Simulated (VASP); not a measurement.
# Pb (Im-3m) in VASP: a series of runs

The runs below take Pb through relaxation of cell and atoms, with PBEsol.

All numbers are computed with VASP 6.6.1; they aren't measurements. Logs are shortened: lines on timing, memory, paths and dates and some standing lists are left out, and cuts for length are marked.

## (1) The cell of the first run

It takes space group Im-3m (No. 229, cubic). The conventional cell has a = 3.959 Å, b = 3.959 Å, c = 3.959 Å, α = 90.00°, β = 90.00°, γ = 90.00°. Pb (site symmetry m-3m) has 14 Pb at 3.43 to 3.96 Å within 4.5 Å.

## (2) Relaxation of cell and atoms, PBEsol, target pressure 20 GPa, at which the enthalpy is minimised

INCAR

```
SYSTEM = Pb
ALGO = Normal
EDIFF = 1E-7
EDIFFG = -0.005
ENCUT = 600
GGA = PS
IBRION = 2
ISIF = 3
ISMEAR = -1
LASPH = .TRUE.
LCHARG = .FALSE.
LREAL = .FALSE.
LWAVE = .FALSE.
NELM = 80
NSW = 80
PREC = Accurate
PSTRESS = 200.0
SIGMA = 0.05
```

KPOINTS

```
k-points
0
G
  9 9 9
  0 0 0
```

POSCAR

```
Pb
1.0
   -1.9796595667      1.9796595667      1.9796595667
    1.9796595667     -1.9796595667      1.9796595667
    1.9796595667      1.9796595667     -1.9796595667
Pb
1
Direct
    0.0000000000      0.0000000000      0.0000000000
```

Potentials or basis: VASP PAW PBE potentials, release 64 (Pb_d).

Command:

```sh
> cat potpaw_PBE.64/Pb_d/POTCAR > POTCAR
> mpirun -np 1 vasp_std > vasp.out
```

OUTCAR:

```text
SYSTEM = Pb
   EDIFF = 1E-7
   EDIFFG = -0.005
   ENCUT = 600
   GGA = PS
   IBRION = 2
   ISIF = 3
   ISMEAR = -1
   LASPH = .TRUE.
   LREAL = .FALSE.
   NELM = 80
   NSW = 80
   PREC = Accurate
   PSTRESS = 200.0

 ion  position               nearest neighbor table
   1  0.000  0.000  0.000-

  LATTYP: Found a body centered cubic cell.
 ALAT       =     3.9593191334

  Lattice vectors:

 A1 = (  -1.9796595667,   1.9796595667,   1.9796595667)
 A2 = (   1.9796595667,  -1.9796595667,   1.9796595667)
 A3 = (   1.9796595667,   1.9796595667,  -1.9796595667)

Analysis of symmetry for initial positions (statically):
=====================================================================
 Subroutine PRICEL returns:
 Original cell was already a primitive cell.

 Routine SETGRP: Setting up the symmetry group for a
 body centered cubic supercell.

 Subroutine GETGRP returns: Found 48 space group operations
 (whereof 48 operations were pure point group operations)
 out of a pool of 48 trial point group operations.

The static configuration has the point symmetry O_h .

Analysis of symmetry for dynamics (positions and initial velocities):
=====================================================================
 Subroutine PRICEL returns:
 Original cell was already a primitive cell.

 Routine SETGRP: Setting up the symmetry group for a
 body centered cubic supercell.

 Subroutine GETGRP returns: Found 48 space group operations
 (whereof 48 operations were pure point group operations)
 out of a pool of 48 trial point group operations.

The dynamic configuration has the point symmetry O_h .

 Subroutine INISYM returns: Found 48 space group operations
 (whereof 48 operations are pure point group operations),
 and found     1 'primitive' translations

----------------------------------------------------------------------------------------

                                     Primitive cell

  volume of cell :      31.0336

  direct lattice vectors                    reciprocal lattice vectors
    -1.979659567  1.979659567  1.979659567     0.000000000  0.252568678  0.252568678
     1.979659567 -1.979659567  1.979659567     0.252568678  0.000000000  0.252568678
     1.979659567  1.979659567 -1.979659567     0.252568678  0.252568678  0.000000000

  length of vectors
     3.428870951  3.428870951  3.428870951     0.357186050  0.357186050  0.357186050

  position of ions in fractional coordinates (direct lattice)
     0.000000000  0.000000000  0.000000000
[... 83 lines left out ...]
   ISYM   =      2    0-nonsym 1-usesym 2-fastsym
   POTIM  = 0.5000    time-step for ionic-motion
   TEBEG  =    0.0;   TEEND  =   0.0 temperature during run
   PSTRESS=  200.0 pullay stress
   NELECT =      14.0000    total number of electrons
   NUPDOWN=      -1.0000    fix difference up-down
   EMIN   =  10.00;   EMAX   =-10.00  energy-range for DOS
   EFERMI =   0.00;   METHOD = LEGACY
   ISMEAR =    -1;   SIGMA  =   0.05  broadening in eV -4-tet -1-fermi 0-gaus
   EFERMI_NEDOS =   21; number of points for ismear=-14 and -15
   IALGO  =     38    algorithm
   IMIX   =      4    mixing-type and parameters
     AMIX     =   0.40;   BMIX     =  1.00
     AMIX_MAG =   1.60;   BMIX_MAG =  1.00
  volume/ion in A,a.u.               =      31.03       209.42
  Fermi-wavevector in a.u.,A,eV,Ry     =   1.255568  2.372680 21.448927  1.576452
  Thomas-Fermi vector in A             =   2.389319
   LORBIT       =      0    0 simple, 1 ext, 2 COOP (PROOUT), +10 PAW based schemes
   GGA     = PS    functional components
   LHFCALC =     F    Hartree Fock is set to
   AEXX    =    0.0000 exact exchange contribution
   IVDW    =     0    specifies the selected vdW correction
   LEPSILON=     F    determine dielectric tensor
   LRPA    =     F    only Hartree local field effects (RPA)
 conjugate gradient relaxation of ions
 non-spin polarized calculation
  energy-cutoff  :      600.00
  volume of cell :       31.03
 maximum number of plane-waves:      1055
   NGX = 13   NGY = 13   NGZ = 13

--------------------------------------- Ionic step        1  -------------------------------------------

 number of electron      14.0000002 magnetization

 Free energy of the ion-electron system (eV)
  ---------------------------------------------------
  ext. energy  EPLUGINS =         0.00000000
  ---------------------------------------------------
  free energy    TOTEN  =        -3.93962540 eV

  energy without entropy =       -3.93410989  energy(sigma->0) =       -3.93686765

------------------------ aborting loop because EDIFF is reached ----------------------------------------

  FORCE on cell =-STRESS in cart. coord.  units (eV):
  Direction    XX          YY          ZZ          XY          YZ          ZX
  --------------------------------------------------------------------------------------
  -------------------------------------------------------------------------------------
  Total       -0.3801306     -0.3801306     -0.3801306     -0.0000000     -0.0000000      0.0000000
  in kB      -19.6250988    -19.6250988    -19.6250988     -0.0000000     -0.0000000      0.0000000
  external PRESSURE =    -219.6250988 kB  Pullay stress =     200.0000000 kB
[... 61 lines left out ...]
--------------------------------------- Ionic step        3  -------------------------------------------

 number of electron      14.0000002 magnetization

 E-fermi :   9.9144     XC(G=0): -11.4828

 val. band max:        9.7282295068   @ k =   0.3333   0.2222   0.0000
 cond. band min:       9.9572341260   @ k =   0.2222   0.2222   0.1111
 fundamental gap:      0.2290046192
 Fermi energy:         9.9144447885

 k-point     1 :       0.0000    0.0000    0.0000
  band No.  band energies     occupation
      1      -7.4294      2.00000
      2      -7.4294      2.00000
      3      -7.4294      2.00000
      4      -6.9826      2.00000
      5      -6.9826      2.00000
      6      -3.6118      2.00000
      7      19.8416      0.00000
      8      19.8416      0.00000
      9      19.8416      0.00000
     10      21.2850      0.00000
     11      21.2850      0.00000
[... 395 lines left out ...]
--------------------------------------- Ionic step        5  -------------------------------------------

 number of electron      14.0000002 magnetization

 Free energy of the ion-electron system (eV)
  ---------------------------------------------------
  ext. energy  EPLUGINS =         0.00000000
  ---------------------------------------------------
  free energy    TOTEN  =        -3.64537313 eV

  energy without entropy =       -3.64144741  energy(sigma->0) =       -3.64341027

 E-fermi :  10.3069     XC(G=0): -11.6320

 val. band max:       10.1361966970   @ k =  -0.3333   0.3333   0.2222
 cond. band min:      10.3446855938   @ k =   0.2222   0.2222   0.1111
 fundamental gap:      0.2084888967
 Fermi energy:        10.3068501623

 k-point     1 :       0.0000    0.0000    0.0000
  band No.  band energies     occupation
      1      -7.0843      2.00000
      2      -7.0843      2.00000
      3      -7.0843      2.00000
      4      -6.6037      2.00000
      5      -6.6037      2.00000
      6      -3.4664      2.00000
      7      20.5650      0.00000
      8      20.5650      0.00000
      9      20.5650      0.00000
     10      21.7001      0.00000
     11      21.7001      0.00000
[... 354 lines left out ...]
  energy  without entropy=       -3.6414474135  energy(sigma->0) =       -3.64341027

  enthalpy is  TOTEN    =        -0.7103567425 eV   P V=        2.9350163862

 reached required accuracy - stopping structural energy minimisation
```

It took 34 s on 1 thread of Intel Xeon Platinum 8488C (Sapphire Rapids), shared host; peak memory 0.18 GiB.

Results:

* Free energy: -3.6454 eV
* Relaxed volume: 23.51 Å³/atom
* Relaxed cell: a = 3.126 Å, b = 3.126 Å, c = 3.126 Å, α = 109.47°, β = 109.47°, γ = 109.47°
* Space group after relaxing (to 0.05 Å): Im-3m (No. 229)
* Energy change on relaxing (the enthalpy is what falls): +294.3 meV/atom
* Ionic steps: 5
* Pressure after relaxing: 20.0 GPa
* Band gap on the k mesh: zero (band 7 reaches 20.57 eV, above the bottom of band 8 at 7.53 eV)

The path:
```tsv
step	energy change (eV)	largest force (eV/Å)	pressure (GPa)	volume (Å³)
1	0.0000	0.0000	-1.96	31.03
2	3.5583	0.0000	153.29	15.58
3	0.2178	0.0000	16.38	24.19
4	0.2611	0.0000	18.47	23.79
5	0.2943	0.0000	20.02	23.51
```

Final structure:
```
Pb
1.0
    -1.80472    1.80472    1.80472
     1.80472   -1.80472    1.80472
     1.80472    1.80472   -1.80472
Pb
1
Direct
  0.00000 0.00000 0.00000
```

Levels at points of the mesh, in eV from the Fermi level:
```tsv
k point	band 4	band 5	band 6	band 7	band 8	band 9	band 10	band 11
(0.00, 0.00, 0.00)	-16.91	-16.91	-13.77	10.26	10.26	10.26	11.39	11.39
```

Caveat: the cell is relaxed towards a set pressure, so the enthalpy falls and the energy may rise; the volume moved by over 15 % at a fixed basis, so the end points are rough; the PAW data sets were made with another functional, which shifts forces and pressure a little; spin-orbit coupling is left out, which moves the levels of the heavy elements.

(Continued in part 2 of 2.)
